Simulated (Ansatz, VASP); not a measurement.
Pt: VASP beside Ansatz

The input INCAR:

```
ALGO = Fast ; EDIFF = 1E-6
ENCUT = 520 ; ISIF = 2
ISMEAR = 0 ; LASPH = True
LCHARG = True ; LELF = True
LREAL = False ; LVHAR = True
LWAVE = False ; NBANDS = 11
NELM = 100 ; PREC = Accurate
SIGMA = 0.15
```

File KPOINTS:

```
k-points
0
Gamma
  20 20 20
```

File POSCAR:

```
Pt
1.0
    0.0000000000      1.9468328700      1.8446241443
    1.9468328700      0.0000000000      1.8446241443
    1.9468328700      1.9468328700      0.0000000000
Pt
1
Direct
    0.0000000000      0.0000000000      0.0000000000
```

Input for Ansatz:

```yaml
crystal:
  lattice:
    - [0.0, 1.94683287, 1.8446241443]
    - [1.94683287, 0.0, 1.8446241443]
    - [1.94683287, 1.94683287, 0.0]
  atoms:
    - { symbol: Pt, position: [0.0, 0.0, 0.0] }
basis:
  ecutwfc: 420
kpoints:
  mp_grid: { grid: [20, 20, 20] }
hamiltonian:
  xc: lda
scf:
  occupations: { method: gaussian, width: 0.15 }
output:
  forces: true
  stress: true
  eigenvalues: true
```

Change from the starting cell: normal strain along x +0.0000, normal strain along z -0.0525.

Alike in both runs: task single point; functional LDA; k mesh 20 × 20 × 20; occupations gaussian, width 0.15 eV; no spin polarisation.

|  | VASP | Ansatz |
| --- | --- | --- |
| version | VASP 6.6.1 | Ansatz 0.2.0 |
| potentials or method | VASP PAW LDA potentials, release 64 (Pt), cutoff 520 eV | scalar-relativistic, plane waves, PAW |
| valence electrons in the cell | 10 | 18 |

|  | VASP | Ansatz | Ansatz less VASP |
| --- | --- | --- | --- |
| gap on the k mesh at the Fermi level (eV) | none | none | - |
| pressure (GPa) | 20.8 | 19.6 | -1.18 |
| traceless stress, the component that is largest in VASP (GPa) | 3.75 | 3.74 | -0.010 |

LDA's correlation is that of Perdew and Zunger in VASP and of Perdew and Wang (1992) in Ansatz. A gap of «none» marks a metal or a gap that the smearing closes. VASP's potentials hold 10 valence electrons a cell and Ansatz's 18, so a difference there can come from the potentials and not from the codes.

Neither program's run includes spin-orbit coupling.
